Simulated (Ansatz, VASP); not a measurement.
# One calculation of BaTiO3, two programs

```
Ba Ti O
1.0
     3.99980    0.00000    0.00000
     0.00000    3.99980    0.00000
     0.00000    0.00000    4.01800
Ba Ti O
1 1 3
Direct
  0.00000 0.00000 0.00000
  0.50000 0.50000 0.49000
  0.50000 0.50000 0.01900
  0.50000 0.00000 0.51700
  0.00000 0.50000 0.51700
```

Alike in both runs: task single point; functional PBEsol; dispersion D4; k mesh 6 × 6 × 6; no spin polarisation.

```csv
,VASP,Ansatz
version,VASP 6.6.1,Ansatz 0.2.0
potentials or method,"VASP PAW PBE potentials, release 64 (Ba_sv, Ti_sv, O), cutoff 600 eV","plane waves, PAW"
occupations,"gaussian, width 0.01 eV",fixed
valence electrons in the cell,40,40
```

|  | VASP | Ansatz | Ansatz less VASP |
| --- | --- | --- | --- |
| gap on the k mesh at the Fermi level (eV) | 1.73 | 1.79 | +0.065 |
| pressure (GPa) | -3.9 | -5.5 | -1.65 |
| traceless stress, the component that is largest in VASP (GPa) | 0.64 | 0.60 | -0.035 |

VASP's potentials were made for PBE, not for PBEsol.

Neither program's run includes spin-orbit coupling.
